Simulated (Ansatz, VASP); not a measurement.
**One calculation of SiNi, two programs**

File INCAR:

```
  ALGO = Normal
  EDIFF = 1E-6
  EDIFFG = -0.005
  ENCUT = 600
  GGA = CA
  IBRION = 2
  ISIF = 3
  ISMEAR = 0
  LASPH = True
  LCHARG = False
  LREAL = False
  LWAVE = False
  NELM = 80
  NSW = 70
  PREC = Accurate
  SIGMA = 0.1
```

Contents of KPOINTS:

```
k-points
0
Gamma
  8 8 8
```

File POSCAR:

```
SiNi
1.0
    4.5186046085      0.0000000000      0.0000000000
    0.0000000000      4.5186046085      0.0000000000
    0.0000000000      0.0000000000      4.5186046085
Si Ni
4 4
Direct
    0.6535143069      0.1535143069      0.3464856931
    0.1535143069      0.3464856931      0.6535143069
    0.3464856931      0.6535143069      0.1535143069
    0.8464856931      0.8464856931      0.8464856931
    0.3510316317      0.8510316317      0.6489683683
    0.8510316317      0.6489683683      0.3510316317
    0.6489683683      0.3510316317      0.8510316317
    0.1489683683      0.1489683683      0.1489683683
```

Input for Ansatz:

```yaml
crystal:
  lattice:
    - [4.5186046085, 0.0, 0.0]
    - [0.0, 4.5186046085, 0.0]
    - [0.0, 0.0, 4.5186046085]
  atoms:
    - { symbol: Si, position: [0.6535143069, 0.1535143069, 0.3464856931] }
    - { symbol: Si, position: [0.1535143069, 0.3464856931, 0.6535143069] }
    - { symbol: Si, position: [0.3464856931, 0.6535143069, 0.1535143069] }
    - { symbol: Si, position: [0.8464856931, 0.8464856931, 0.8464856931] }
    - { symbol: Ni, position: [0.3510316317, 0.8510316317, 0.6489683683] }
    - { symbol: Ni, position: [0.8510316317, 0.6489683683, 0.3510316317] }
    - { symbol: Ni, position: [0.6489683683, 0.3510316317, 0.8510316317] }
    - { symbol: Ni, position: [0.1489683683, 0.1489683683, 0.1489683683] }
basis:
  ecutwfc: 420
kpoints:
  mp_grid: { grid: [8, 8, 8] }
hamiltonian:
  xc: lda
scf:
  occupations: { method: gaussian, width: 0.1 }
output:
  forces: true
  stress: true
  eigenvalues: true
relax:
  adjacent_minimum: "off"
  f_tol: 0.005
  max_steps: 50
  cell: { stress_tol: 0.05 }
```

Alike in both runs: task relaxation of cell and atoms; functional LDA; k mesh 8 × 8 × 8; occupations gaussian, width 0.1 eV; no spin polarisation.

```csv
,VASP,Ansatz
version,VASP 6.6.1,Ansatz 0.2.0
potentials or method,"VASP PAW LDA potentials, release 64 (Si, Ni), cutoff 600 eV","scalar-relativistic, plane waves, PAW"
valence electrons in the cell,56,88
```

VASP gave:

| Property | Result |
| --- | --- |
| gap on the k mesh at the Fermi level, each at its own relaxed structure (eV) | none |
| relaxed volume (Å³/atom) | 10.89 |
| relaxed cell length with the largest relative difference (Å) | 4.433 |

Q: What did Ansatz give for the same quantities?

A: gap on the k mesh at the Fermi level, each at its own relaxed structure (eV): none; relaxed volume (Å³/atom): 10.87; relaxed cell length with the largest relative difference (Å): 4.431.

LDA's correlation is that of Perdew and Zunger in VASP and of Perdew and Wang (1992) in Ansatz. A gap of «none» marks a metal or a gap that the smearing closes. VASP's potentials hold 56 valence electrons a cell and Ansatz's 88, so a difference there can come from the potentials and not from the codes.
